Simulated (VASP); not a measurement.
GaP: single point with PBE

Crystal: GaP.

```
Ga P
1.0
     0.00000    2.42804    3.43325
     2.42804    0.00000    3.43325
     2.42804    2.42804    0.00000
Ga P
1 1
Direct
  0.00000 0.00000 0.00000
  0.75000 0.75000 0.75000
```

This cell differs from its parent crystal: ratio of the length along z to the lengths across it x 1.414, volume and fractional coordinates fixed.

* Program: VASP 6.6.1
* Task: single point
* Functional: PBE
* Potentials or basis: VASP PAW PBE potentials, release 64 (Ga_d, P)
* Cutoff: 520 eV
* k mesh: 10 × 10 × 10
* Occupations: methfessel-paxton, width 0.4 eV
* Spin: no spin polarisation
* Dipole correction: no
* Further INCAR settings: ALGO = Normal; EDIFF = 1e-07; NBANDS = 16

| Property | Result |
| --- | --- |
| Pressure | 1.5 GPa |
| Band gap on the k mesh | zero (band 9 reaches 5.75 eV, above the bottom of band 10 at 5.30 eV) |

Stress tensor (GPa, compression positive):
```
 11.28   0.00   0.00
  0.00  11.28   0.00
  0.00   0.00 -18.04
```

Levels at points of the mesh, in eV from the Fermi level:
| k point | band 6 | band 7 | band 8 | band 9 | band 10 | band 11 | band 12 | band 13 |
| --- | --- | --- | --- | --- | --- | --- | --- | --- |
| (0.00, 0.00, 0.00) | -13.07 | -2.71 | -0.61 | 0.23 | 0.23 | 3.68 | 3.68 | 4.31 |
| (0.50, 0.00, 0.00) | -10.94 | -7.19 | -3.25 | -0.87 | 0.03 | 5.15 | 5.63 | 7.27 |
| (0.50, 0.50, 0.00) | -11.19 | -8.75 | -1.42 | -1.42 | 2.99 | 3.36 | 7.62 | 9.35 |
| (0.50, 0.00, 0.50) | -9.55 | -6.43 | -3.83 | -3.64 | 0.20 | 0.33 | 6.48 | 6.61 |

Wall time 60 s on 1 thread of Intel(R) Xeon(R) Platinum 8488C (Sapphire Rapids), on a shared host, peak memory 0.21 GiB.
